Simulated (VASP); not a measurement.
Write the native input for VASP 6.6.1 that does the following.

```
Task                   : single point
Functional             : LDA
Potentials or basis    : VASP PAW LDA potentials, release 64 (Ti_sv)
Cutoff                 : 400 eV
k mesh                 : 12 × 12 × 1
Occupations            : gaussian, width 0.1 eV
Spin                   : no spin polarisation
Dipole correction      : yes
Further INCAR settings : ALGO = Normal; EDIFF = 1e-06; NBANDS = 38; NELMDL = -8
```

The structure of Ti lies in POSCAR:

```
Ti
1.0
    2.8639728619      0.0000000000      0.0000000000
   -1.4319864310      2.4802732542      0.0000000000
    0.0000000000      0.0000000000     24.0694683824
Ti
5
Direct
    0.3333333333      0.6666666667      0.3115980744
    0.6666666667      0.3333333333      0.4057990372
    0.3333333333      0.6666666667      0.5000000000
    0.6666666667      0.3333333333      0.5942009628
    0.3333333333      0.6666666667      0.6884019256
```

These files were run (other wordings do the same):

INCAR

```
PREC     = Accurate       # precision mode
ENCUT    = 400            # plane-wave cutoff, eV
EDIFF    = 1E-6           # SCF threshold, eV
ISMEAR   = 0              # smearing method
SIGMA    = 0.1            # smearing width, eV
LREAL    = F              # projectors in reciprocal space
LASPH    = T              # aspherical terms in the spheres
NELM     = 120            # most SCF steps
ALGO     = Normal         # electronic algorithm
ISIF     = 2              # what is computed and relaxed
LWAVE    = F              # write WAVECAR
LCHARG   = F              # write CHGCAR
LDIPOL   = T            
IDIPOL   = 3            
DIPOL    = 0.5 0.5 0.500
NBANDS   = 38             # bands
GGA_COMPAT= F            
NELMDL   = -8
```

KPOINTS

```
Automatic mesh
0
Gamma
  12 12 1
```

Potentials or basis: VASP PAW LDA potentials, release 64 (Ti_sv).

Launch:

```console
$ cat potpaw_LDA.64/Ti_sv/POTCAR > POTCAR
$ mpirun -np 1 vasp_std > vasp.out
```

It gave:

```yaml
Largest_force: 0.722 eV/Å
Band_gap_on_the_k_mesh: zero (band 30 reaches 2.50 eV, above the bottom of band 31 at 1.47 eV)
```

It took 2.6 min on 1 thread of AMD EPYC 7R43 64-Core Processor (Zen 3), with other jobs on the host, peak memory 0.2 GiB.
